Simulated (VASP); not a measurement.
ReSbN: single point with LDA+U

ReSbN:

```xyz
6
Lattice="3.3665 0.0000 0.0000 0.0000 3.3665 0.0000 0.0000 0.0000 8.3999" Properties=species:S:1:pos:R:3 pbc="T T T"
Re    0.0000    1.6833    7.3273
Re    1.6833    0.0000    1.0726
Sb    0.0000    1.6833    2.8082
Sb    1.6833    0.0000    5.5917
N     0.0000    0.0000    0.0000
N     1.6833    1.6833    0.0000
```

```yaml
Program: VASP 6.6.1
Task: single point
Functional: LDA
Potentials_or_basis: VASP PAW LDA potentials, release 64 (Re, Sb, N)
Cutoff: 520 eV
k_mesh: 8 × 8 × 3
Occupations: fermi-dirac, width 0.05 eV
Spin: no spin polarisation
Hubbard_terms: Re d U = 1.0 eV
Dipole_correction: no
Further_INCAR_settings: ALGO = Normal; EDIFF = 1e-06; NBANDS = 26
```

```
Pressure               : 2.7 GPa
Largest force          : 0.515 eV/Å
Band gap on the k mesh : zero (band 17 reaches 9.44 eV, above the bottom of band 18 at 7.53 eV)
```

Forces in eV/Å, atoms in the order of the input:
```
Re   0.000  0.000 -0.515
Re   0.000  0.000  0.515
Sb   0.000  0.000  0.084
Sb   0.000  0.000 -0.084
N    0.000  0.000  0.000
N    0.000  0.000  0.000
```

Stress tensor (GPa, compression positive):
```
2.86 0.00 0.00
0.00 2.86 0.00
0.00 0.00 2.42
```

Levels at points of the mesh, in eV from the Fermi level:
```
           k point  band 15  band 16  band 17  band 18  band 19  band 20
(0.00, 0.00, 0.00)     0.32     0.40     0.40     1.24     1.73     1.74
(0.50, 0.00, 0.00)    -1.20    -1.20     0.22     0.22     2.50     2.50
(0.50, 0.50, 0.00)    -1.77    -1.77    -0.46    -0.46     1.20     1.20
```

Eigenvalues of the final occupation matrices:
| site | spin | trace | eigenvalues |
| --- | --- | --- | --- |
| site 1 d | 1 | 2.58 | 0.41 0.47 0.47 0.61 0.61 |
| site 1 d | 2 | 2.58 | 0.41 0.47 0.47 0.61 0.61 |
| site 2 d | 1 | 2.58 | 0.41 0.47 0.47 0.61 0.61 |
| site 2 d | 2 | 2.58 | 0.41 0.47 0.47 0.61 0.61 |

Run time: 38 s on 1 thread of Intel(R) Xeon(R) 6975P-C (Granite Rapids), with other jobs on the host, peak memory 0.22 GiB.

Caveat: spin-orbit coupling is left out, which moves the levels of the heavy elements; U without spin polarisation on a metal has little footing.
